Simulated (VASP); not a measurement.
Wanted: the native input for a VASP 6.6.1 run.

* Task: single point
* Functional: PBE
* Potentials or basis: VASP PAW PBE potentials, release 64 (C)
* Cutoff: 520 eV
* k mesh: 18 × 18 × 6
* Occupations: gaussian, width 0.15 eV
* Spin: no spin polarisation
* Dipole correction: no
* Further INCAR settings: ALGO = Normal; EDIFF = 1e-06; NBANDS = 16

The structure of C lies in POSCAR:

```
C
1.0
    2.2938665104      0.0000000000      0.0000000000
   -1.1469332552      2.1360716891      0.0000000000
    0.0000000000      0.0000000000      8.5653080463
C
4
Direct
    0.0000000000      0.0000000000      0.0025000000
    0.0000000000      0.0000000000      0.5025000000
    0.3333333333      0.6666666667      0.0025000000
    0.6666666667      0.3333333333      0.5025000000
```

This cell differs from its parent crystal: mode 4 frozen in at +0.000 Å, normal strain along x -0.0700.

The input as run:

INCAR

```
ALGO     = Normal         # electronic algorithm
EDIFF    = 1E-6           # SCF threshold, eV
ENCUT    = 520            # plane-wave cutoff, eV
GGA      = PE             # functional
ISIF     = 2              # what is computed and relaxed
ISMEAR   = 0              # smearing method
LASPH    = T              # aspherical terms in the spheres
LCHARG   = F              # write CHGCAR
LREAL    = F              # projectors in reciprocal space
LWAVE    = F              # write WAVECAR
NBANDS   = 16             # bands
NELM     = 60             # most SCF steps
PREC     = Accurate       # precision mode
SIGMA    = 0.15           # smearing width, eV
```

KPOINTS

```
k-points
0
Gamma
  18 18 6
```

Potentials or basis: VASP PAW PBE potentials, release 64 (C).

Launch:

```console
$ cat potpaw_PBE.64/C/POTCAR > POTCAR
$ mpirun -np 1 vasp_std > vasp.out
```

Results of the run:

```json
{
  "Pressure": "28.9 GPa",
  "Largest force": "1.381 eV/Å",
  "Band gap on the k mesh": "0.90 eV, direct"
}
```

Caveat: the cell differs from its parent crystal (mode 4 frozen in at +0.000 Å, normal strain along x -0.0700); this functional lacks dispersion, which binds the layers, so the pressure and a relaxed spacing across them are unreliable; forces of over 1 eV/Å act on the atoms, so gaps and moduli don't describe the material at rest.

Run time: 92 s on 1 thread of Intel(R) Xeon(R) Platinum 8559C (Emerald Rapids) (shared host), peak memory 0.28 GiB.
